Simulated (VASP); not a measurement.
TaAs: single point with PBE

The system is TaAs.

```
CELL_PARAMETERS angstrom
-1.72181 1.72181 5.86794
1.72181 -1.72181 5.86794
1.72181 1.72181 -5.86794
ATOMIC_POSITIONS crystal
Ta 0.49997 0.99997 0.50000
Ta 0.74997 0.74997 0.00000
As 0.08263 0.58263 0.50000
As 0.33263 0.33263 0.00000
```

```
Program                : VASP 6.6.1
Task                   : single point
Functional             : PBE
Potentials or basis    : VASP PAW PBE potentials, release 64 (Ta_pv, As)
Cutoff                 : 520 eV
k mesh                 : 18 × 18 × 18
Occupations            : gaussian, width 0.1 eV
Spin                   : no spin polarisation
Dipole correction      : no
Further INCAR settings : ALGO = Normal; EDIFF = 1e-07; NBANDS = 24
```

```
Pressure               : 2.6 GPa
Largest force          : 0.025 eV/Å
Band gap on the k mesh : zero (band 16 reaches 7.02 eV, above the bottom of band 17 at 6.97 eV)
```

Forces in eV/Å, atoms in the order of the input:
```
Ta   0.000  0.000  0.025
Ta   0.000  0.000  0.025
As   0.000  0.000 -0.025
As   0.000  0.000 -0.025
```

Stress tensor (GPa, compression positive):
```
2.97 0.00 0.00
0.00 2.97 0.00
0.00 0.00 1.78
```

Levels at points of the mesh, in eV from the Fermi level:
```csv
k point,band 12,band 13,band 14,band 15,band 16,band 17,band 18,band 19,band 20,band 21
"(0.00, 0.00, 0.00)",-2.47,-2.35,-1.95,-1.63,-1.63,0.92,1.58,2.32,3.10,3.10
"(0.50, 0.00, 0.00)",-3.41,-2.43,-2.33,-1.58,-0.28,0.13,1.37,2.25,2.46,3.06
"(0.50, 0.50, 0.00)",-5.09,-3.21,-3.21,-1.13,-1.13,2.81,2.81,3.07,3.07,3.79
"(0.50, 0.50, 0.50)",-2.88,-2.80,-2.80,-0.92,-0.92,1.23,1.23,2.29,2.29,3.07
```

Wall time 12 min on 1 thread of Intel(R) Xeon(R) 6975P-C (Granite Rapids) (shared host), peak memory 0.88 GiB.

Caveat: spin-orbit coupling is left out, which moves the levels of the heavy elements.
